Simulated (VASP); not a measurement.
Write the native input for VASP 6.6.1 that does the following.

```yaml
Task: single point
Functional: PBE
Potentials_or_basis: VASP PAW PBE potentials, release 64 (B, Sb, Os)
Cutoff: 520 eV
k_mesh: 4 × 4 × 4
Occupations: gaussian, width 0.1 eV
Spin: no spin polarisation
Dipole_correction: no
Further_INCAR_settings: ALGO = Normal; EDIFF = 1e-07; NBANDS = 24
```

The structure of B2Sb3Os lies in POSCAR:

```
B2Sb3Os
1.0
    4.7947358150      0.0000000000      0.0000000000
    0.0000000000      4.7947358150      0.0000000000
    0.0000000000      0.0000000000      4.5463106329
B Sb Os
2 3 1
Direct
    0.5000000000      0.5000000000      0.0000000000
    0.0000000000      0.0000000000      0.0000000000
    0.0000000000      0.5000000000      0.0000000000
    0.5000000000      0.0000000000      0.0000000000
    0.5000000000      0.5000000000      0.5000000000
    0.0000000000      0.0000000000      0.5000000000
```

The cell was generated, and may not be a known phase.

One way to write it, as run:

INCAR

```
SYSTEM = B2Sb3Os
PREC     = Accurate       ! precision mode
ENCUT    = 520            ! plane-wave cutoff, eV
EDIFF    = 1E-7           ! SCF threshold, eV
ISMEAR   = 0              ! smearing method
SIGMA    = 0.1            ! smearing width, eV
LREAL    = .False.        ! projectors in reciprocal space
LASPH    = .True.         ! aspherical terms in the spheres
NELM     = 60             ! most SCF steps
ALGO     = Normal         ! electronic algorithm
ISIF     = 2              ! what is computed and relaxed
LWAVE    = .False.        ! write WAVECAR
LCHARG   = .False.        ! write CHGCAR
GGA      = PE             ! functional
NBANDS   = 24             ! bands
```

KPOINTS

```
Automatic mesh
0
Gamma
  4 4 4
  0 0 0
```

Potentials or basis: VASP PAW PBE potentials, release 64 (B, Sb, Os).

Run with:

```console
$ cat potpaw_PBE.64/B/POTCAR potpaw_PBE.64/Sb/POTCAR potpaw_PBE.64/Os/POTCAR > POTCAR
$ mpirun -np 1 vasp_std > vasp.out
```

It gave:

| Item | Value |
| --- | --- |
| Pressure | 0.2 GPa |
| Band gap on the k mesh | zero (an odd number of electrons rules out a gap without spin polarisation) |

Caveat: spin-orbit coupling is left out, which moves the levels of the heavy elements.

It took 89 s on 1 thread of Oxide Virtual Turin-like Processor (shared host), peak memory 0.19 GiB.
